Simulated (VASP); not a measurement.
# SiGe4 in VASP: further runs

Runs on SiGe4. Level: PBE. Tasks: single point.

Program: VASP 6.6.1. These are calculated values, not measurements. Logs are shortened: lines on timing, memory, paths and dates and some standing lists are left out, and cuts for length are marked.

### Step 1. The cell of the first run

The cell holds a slab with vacuum, 5 atoms: a = 4.074 Å, b = 4.074 Å, c = 19.740 Å, α = 90.00°, β = 90.00°, γ = 120.00°.

### Step 2. Single point, PBE

INCAR reads:

```
  PREC = Accurate
  ENCUT = 520
  EDIFF = 1E-7
  ISMEAR = 0
  SIGMA = 0.1
  LREAL = False
  LASPH = True
  NELM = 80
  ALGO = Normal
  ISIF = 2
  LWAVE = False
  LCHARG = True
  LDIPOL = True
  IDIPOL = 3
  DIPOL = 0.5 0.5 0.356
  GGA = PE
  LELF = True
  LVHAR = True
  LVACPOTAV = True
  NBANDS = 38
```

KPOINTS reads:

```
Automatic mesh
0
Gamma
  9 9 1
```

POSCAR reads:

```
SiGe4
1.0
    4.0740542171      0.0000000000      0.0000000000
   -2.0370271085      3.5282344484      0.0000000000
    0.0000000000      0.0000000000     19.7403205846
Ge Si
4 1
Direct
    0.3333333333      0.6666666667      0.2026309544
    0.0000000000      0.0000000000      0.2447585800
    0.0000000000      0.0000000000      0.3792011874
    0.6666666667      0.3333333333      0.4174360061
    0.6666666667      0.3333333333      0.5383325919
```

Potentials or basis: VASP PAW PBE potentials, release 64 (Ge_d, Si).

Command:

```console
> cat potpaw_PBE.64/Ge_d/POTCAR potpaw_PBE.64/Si/POTCAR > POTCAR
> mpirun -np 1 vasp_std > vasp.out
```

OUTCAR:

```text
PREC = Accurate
   ENCUT = 520
   EDIFF = 1E-7
   ISMEAR = 0
   LREAL = False
   LASPH = True
   NELM = 80
   ISIF = 2
   GGA = PE

 ion  position               nearest neighbor table
   1  0.333  0.667  0.203-   2 2.49   2 2.49   2 2.49
   2  0.000  0.000  0.245-   1 2.49   1 2.49   1 2.49   3 2.65
   3  0.000  0.000  0.379-   4 2.47   4 2.47   4 2.47   2 2.65
   4  0.667  0.333  0.417-   5 2.39   3 2.47   3 2.47   3 2.47
   5  0.667  0.333  0.538-   4 2.39

  LATTYP: Found a hexagonal cell.
 ALAT       =     4.0740542171
 C/A-ratio  =     4.8453750325

  Lattice vectors:

 A1 = (   4.0740542171,   0.0000000000,   0.0000000000)
 A2 = (  -2.0370271085,   3.5282344484,   0.0000000000)
 A3 = (   0.0000000000,   0.0000000000,  19.7403205846)

Analysis of symmetry for initial positions (statically):
=====================================================================
 Subroutine PRICEL returns:
 Original cell was already a primitive cell.

 Routine SETGRP: Setting up the symmetry group for a
 hexagonal supercell.

 Subroutine GETGRP returns: Found  6 space group operations
 (whereof  6 operations were pure point group operations)
 out of a pool of 24 trial point group operations.

The static configuration has the point symmetry C_3v.

Analysis of symmetry for dynamics (positions and initial velocities):
=====================================================================
 Subroutine PRICEL returns:
 Original cell was already a primitive cell.

 Routine SETGRP: Setting up the symmetry group for a
 hexagonal supercell.

 Subroutine GETGRP returns: Found  6 space group operations
 (whereof  6 operations were pure point group operations)
 out of a pool of 24 trial point group operations.

The dynamic configuration has the point symmetry C_3v.

 Subroutine INISYM returns: Found  6 space group operations
 (whereof  6 operations are pure point group operations),
 and found     1 'primitive' translations

----------------------------------------------------------------------------------------

                                     Primitive cell

  volume of cell :     283.7517

  direct lattice vectors                    reciprocal lattice vectors
     4.074054217  0.000000000  0.000000000     0.245455742  0.141713939  0.000000000
    -2.037027108  3.528234448  0.000000000     0.000000000  0.283427877  0.000000000
     0.000000000  0.000000000 19.740320585     0.000000000  0.000000000  0.050657739

  length of vectors
     4.074054217  4.074054217 19.740320585     0.283427877  0.283427877  0.050657739

  position of ions in fractional coordinates (direct lattice)
     0.333333333  0.666666667  0.202630954
     0.000000000  0.000000000  0.244758580
     0.000000000  0.000000000  0.379201187
     0.666666667  0.333333333  0.417436006
     0.666666667  0.333333333  0.538332592

  ion indices of the primitive-cell ions
   primitive index   ion index
                 1           1
                 2           2
                 3           3
                 4           4
                 5           5

----------------------------------------------------------------------------------------

 KPOINTS: Automatic mesh

Automatic generation of k-mesh.
 Grid dimensions read from file:
 generate k-points for:    9    9    1

 Generating k-lattice:

  Cartesian coordinates                     Fractional coordinates (reciprocal lattice)
     0.027272860  0.015745993  0.000000000     0.111111111 -0.000000000  0.000000000
     0.000000000  0.031491986  0.000000000     0.000000000  0.111111111  0.000000000
     0.000000000  0.000000000  0.050657739     0.000000000  0.000000000  1.000000000

  Length of vectors
     0.031491986  0.031491986  0.050657739

  Shift w.r.t. Gamma in fractional coordinates (k-lattice)
     0.000000000  0.000000000  0.000000000

 Subroutine IBZKPT returns following result:
 ===========================================

 Found     12 irreducible k-points:

 Following reciprocal coordinates:
            Coordinates               Weight
  0.000000  0.000000  0.000000      1.000000
  0.111111 -0.000000  0.000000      6.000000
  0.222222 -0.000000  0.000000      6.000000
  0.333333  0.000000  0.000000      6.000000
  0.444444 -0.000000  0.000000      6.000000
  0.111111  0.111111  0.000000      6.000000
  0.222222  0.111111  0.000000     12.000000
  0.333333  0.111111  0.000000     12.000000
  0.444444  0.111111  0.000000      6.000000
  0.222222  0.222222  0.000000      6.000000
  0.333333  0.222222  0.000000     12.000000
  0.333333  0.333333  0.000000      2.000000
   k-points           NKPTS =     12   k-points in BZ     NKDIM =     12   number of bands    NBANDS=     38
   number of dos      NEDOS =    301   number of ions     NIONS =      5
   total plane-waves  NPLWV = 135000
   dimension x,y,z NGX =    30 NGY =   30 NGZ =  150
   dimension x,y,z NGXF=    60 NGYF=   60 NGZF=  300
   ions per type =               4   1
   NGX,Y,Z   is equivalent  to a cutoff of  12.24, 12.24, 12.63 a.u.
   NGXF,Y,Z  is equivalent  to a cutoff of  24.48, 24.48, 25.26 a.u.
 SYSTEM =  unknown system
   PREC   = accura    normal or accurate (medium, high low for compatibility)
   ISTART =      0    job   : 0-new  1-cont  2-samecut
   ICHARG =      2    charge: 1-file 2-atom 10-const
   ISPIN  =      1    spin polarized calculation?
   LNONCOLLINEAR =      F non collinear calculations
   LSORBIT =      F    spin-orbit coupling
   LASPH  =      T    aspherical Exc in radial PAW
   ENCUT  =  520.0 eV  38.22 Ry    6.18 a.u.   7.58  7.58 36.70*2*pi/ulx,y,z
   NELM   =     80;   NELMIN=  2; NELMDL= -5     # of ELM steps
   EDIFF  = 0.1E-06   stopping-criterion for ELM
   LREAL  =      F    real-space projection
   EDIFFG = 0.1E-05   stopping-criterion for IOM
   NSW    =      0    number of steps for IOM
   IBRION =     -1    ionic relax: 0-MD 1-quasi-New 2-CG
   NFREE  =      0    steps in history (QN), initial steepest desc. (CG)
   ISIF   =      2    stress and relaxation
   ISYM   =      2    0-nonsym 1-usesym 2-fastsym
   POTIM  = 0.5000    time-step for ionic-motion
   TEBEG  =    0.0;   TEEND  =   0.0 temperature during run
   PSTRESS=    0.0 pullay stress
   NELECT =      60.0000    total number of electrons
   NUPDOWN=      -1.0000    fix difference up-down
   EMIN   =  10.00;   EMAX   =-10.00  energy-range for DOS
   EFERMI =   0.00;   METHOD = LEGACY
   ISMEAR =     0;   SIGMA  =   0.10  broadening in eV -4-tet -1-fermi 0-gaus
   EFERMI_NEDOS =   21; number of points for ismear=-14 and -15
   IALGO  =     38    algorithm
   IMIX   =      4    mixing-type and parameters
     AMIX     =   0.40;   BMIX     =  1.00
     AMIX_MAG =   1.60;   BMIX_MAG =  1.00
  volume/ion in A,a.u.               =      56.75       382.97
  Fermi-wavevector in a.u.,A,eV,Ry     =   0.975317  1.843082 12.942449  0.951243
  Thomas-Fermi vector in A             =   2.105847
   LORBIT       =      0    0 simple, 1 ext, 2 COOP (PROOUT), +10 PAW based schemes
   GGA     = PE    functional components
   LHFCALC =     F    Hartree Fock is set to
   AEXX    =    0.0000 exact exchange contribution
   IVDW    =     0    specifies the selected vdW correction
   LEPSILON=     F    determine dielectric tensor
   LRPA    =     F    only Hartree local field effects (RPA)
 non-spin polarized calculation
 Gauss-broadening in eV      SIGMA  =   0.10
  energy-cutoff  :      520.00
  volume of cell :      283.75
 maximum number of plane-waves:      7693
   NGX = 15   NGY = 15   NGZ = 73

 dipolmoment           0.000000      0.000000     -0.125053 electrons x Angstroem

 number of electron      59.9999957 magnetization

 dipolmoment           0.000000      0.000000      0.042438 electrons x Angstroem

 Free energy of the ion-electron system (eV)
  ---------------------------------------------------
  ext. energy  EPLUGINS =         0.00000000
  ---------------------------------------------------
  free energy    TOTEN  =       -20.19835157 eV

  energy without entropy =      -20.18517363  energy(sigma->0) =      -20.19176260

 E-fermi :  -1.0300     XC(G=0):  -4.8849

 val. band max:       -1.0337318642   @ k =   0.2222  -0.0000   0.0000
 cond. band min:      -1.0086496757   @ k =   0.4444   0.1111   0.0000
 fundamental gap:      0.0250821885
 Fermi energy:        -1.0299777459

 k-point     1 :       0.0000    0.0000    0.0000
  band No.  band energies     occupation
      1     -25.5767      2.00000
      2     -25.5743      2.00000
      3     -25.5743      2.00000
      4     -25.5204      2.00000
      5     -25.5204      2.00000
      6     -25.3278      2.00000
[... 30 lines left out ...]
     37       2.8192      0.00000
     38       3.1105      0.00000

 k-point     2 :       0.1111   -0.0000    0.0000
  band No.  band energies     occupation
      1     -25.5817      2.00000
      2     -25.5752      2.00000
      3     -25.5712      2.00000
      4     -25.5194      2.00000
      5     -25.5185      2.00000
      6     -25.3298      2.00000
[... 30 lines left out ...]
     37       3.0446      0.00000
     38       3.1194      0.00000

 k-point     3 :       0.2222   -0.0000    0.0000
  band No.  band energies     occupation
      1     -25.5874      2.00000
      2     -25.5770      2.00000
      3     -25.5688      2.00000
      4     -25.5176      2.00000
      5     -25.5155      2.00000
      6     -25.3321      2.00000
[... 30 lines left out ...]
     37       3.6563      0.00000
[... 289 lines left out ...]
 k-point    11 :       0.3333    0.2222    0.0000
  band No.  band energies     occupation
      1     -25.5927      2.00000
      2     -25.5866      2.00000
      3     -25.5638      2.00000
      4     -25.5237      2.00000
      5     -25.4995      2.00000
      6     -25.3430      2.00000
[... 30 lines left out ...]
     37       4.0877      0.00000
     38       4.5307      0.00000

 k-point    12 :       0.3333    0.3333    0.0000
  band No.  band energies     occupation
      1     -25.5930      2.00000
      2     -25.5890      2.00000
      3     -25.5634      2.00000
      4     -25.5241      2.00000
      5     -25.4955      2.00000
      6     -25.3454      2.00000
[... 30 lines left out ...]
     37       4.7837      0.00000
     38       5.1219      0.00000

------------------------ aborting loop because EDIFF is reached ----------------------------------------

  FORCE on cell =-STRESS in cart. coord.  units (eV):
  Direction    XX          YY          ZZ          XY          YZ          ZX
  --------------------------------------------------------------------------------------
  -------------------------------------------------------------------------------------
  Total       -1.8187214     -1.8187214     -0.4695140     -0.0000000      0.0000000     -0.0000000
  in kB      -10.2692402    -10.2692402     -2.6510670     -0.0000000      0.0000000     -0.0000000
  external PRESSURE =      -7.7298491 kB  Pullay stress =       0.0000000 kB

 VOLUME and BASIS-vectors are now :
 -----------------------------------------------------------------------------
  energy-cutoff  :      520.00
  volume of cell :      283.75
      direct lattice vectors                 reciprocal lattice vectors
     4.074054217  0.000000000  0.000000000     0.245455742  0.141713939  0.000000000
    -2.037027108  3.528234448  0.000000000     0.000000000  0.283427877  0.000000000
     0.000000000  0.000000000 19.740320585     0.000000000  0.000000000  0.050657739

 POSITION                                       TOTAL-FORCE (eV/Angst)
 -----------------------------------------------------------------------------------
     -0.00000      2.35216      4.00000         0.000000      0.000000      0.391625
      0.00000      0.00000      4.83161        -0.000000      0.000000     -0.266977
      0.00000      0.00000      7.48555         0.000000      0.000000     -0.416733
      2.03703      1.17608      8.24032         0.000000     -0.000000      0.292061
      2.03703      1.17608     10.62686         0.000000     -0.000000      0.000024
 -----------------------------------------------------------------------------------
    total drift:                               -0.000000     -0.000000     -0.000895

  FREE ENERGIE OF THE ION-ELECTRON SYSTEM (eV)
  ---------------------------------------------------
  free  energy   TOTEN  =       -20.1983515724 eV

  energy  without entropy=      -20.1851736318  energy(sigma->0) =      -20.19176260

 vacuum level on the upper side and lower side of the slab         4.053         3.519
```

Run time: 4.2 min. Hardware: 1 thread of Intel Xeon 6975P-C, shared host; peak memory 0.4 GiB.

What came out:

- Free energy: -20.1984 eV
- Largest force: 0.417 eV/Å
- Band gap on the k mesh: zero (band 30 reaches -0.59 eV, above the bottom of band 31 at -1.19 eV)

Forces in eV/Å, atoms in the order of the input:
```
Ge   0.000  0.000  0.392
Ge   0.000  0.000 -0.267
Ge   0.000  0.000 -0.417
Ge   0.000  0.000  0.292
Si   0.000  0.000  0.000
```

Levels at points of the mesh, in eV from the Fermi level:
| k point | band 28 | band 29 | band 30 | band 31 | band 32 | band 33 |
| --- | --- | --- | --- | --- | --- | --- |
| (0.00, 0.00, 0.00) | -0.05 | -0.05 | 0.33 | 0.60 | 1.04 | 2.31 |

[end of part 1 of 2]
